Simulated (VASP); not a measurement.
Write the native input for VASP 6.6.1 that does the following.

```yaml
Task: single point
Functional: PBEsol
Potentials_or_basis: VASP PAW PBE potentials, release 64 (In_d, P)
Cutoff: 520 eV
k_mesh: 1 × 1 × 14
Occupations: gaussian, width 0.05 eV
Spin: no spin polarisation
Dipole_correction: no
Further_INCAR_settings: LREAL = Auto; ALGO = Normal; EDIFF = 1e-06; NBANDS = 86
```

The structure of InP lies in POSCAR:

```
InP
1.0
   16.7000000000      0.0000000000      0.0000000000
    0.0000000000     17.5000000000      0.0000000000
    0.0000000000      0.0000000000      3.8952980365
In P
8 8
Direct
    0.5000000000      0.6415105510      0.0000000000
    0.5000000000      0.3070946235      0.0000000000
    0.3866646778      0.7720337295      0.5000000000
    0.3477585437      0.3615786470      0.5000000000
    0.6133353222      0.7720337295      0.5000000000
    0.6522414563      0.3615786470      0.5000000000
    0.3604667305      0.5193870417      0.0000000000
    0.6395332695      0.5193870417      0.0000000000
    0.6190937462      0.6156219187      0.5000000000
    0.5690164244      0.2310342150      0.5000000000
    0.2652674744      0.4075282727      0.0000000000
    0.7347325256      0.4075282727      0.0000000000
    0.5000000000      0.7882915493      0.0000000000
    0.5000000000      0.4487356271      0.0000000000
    0.3809062538      0.6156219187      0.5000000000
    0.4309835756      0.2310342150      0.5000000000
```

The input as run:

INCAR

```
SYSTEM = InP
ALGO = Normal
EDIFF = 1E-6
ENCUT = 520
GGA = PS
ISIF = 2
ISMEAR = 0
LASPH = .TRUE.
LCHARG = .TRUE.
LELF = .TRUE.
LREAL = Auto
LVHAR = .TRUE.
LWAVE = .FALSE.
NBANDS = 86
NELM = 100
PREC = Accurate
SIGMA = 0.05
```

KPOINTS

```
k-points
0
G
  1 1 14
  0 0 0
```

Potentials or basis: VASP PAW PBE potentials, release 64 (In_d, P).

Run with:

```bash
$ cat potpaw_PBE.64/In_d/POTCAR potpaw_PBE.64/P/POTCAR > POTCAR
$ mpirun -np 1 vasp_std > vasp.out
```

It gave:

| Quantity | Value |
| --- | --- |
| Largest force | 0.022 eV/Å |
| Band gap on the k mesh | zero (bands 72 and 73 overlap by 0.72 eV) |

Caveat: the PAW data sets were made with another functional, which shifts forces and pressure a little; spin-orbit coupling is left out, which moves the levels of the heavy elements.

Run time: 42 min on 1 thread of Intel(R) Xeon(R) Platinum 8488C (Sapphire Rapids) (shared host), peak memory 1.3 GiB.
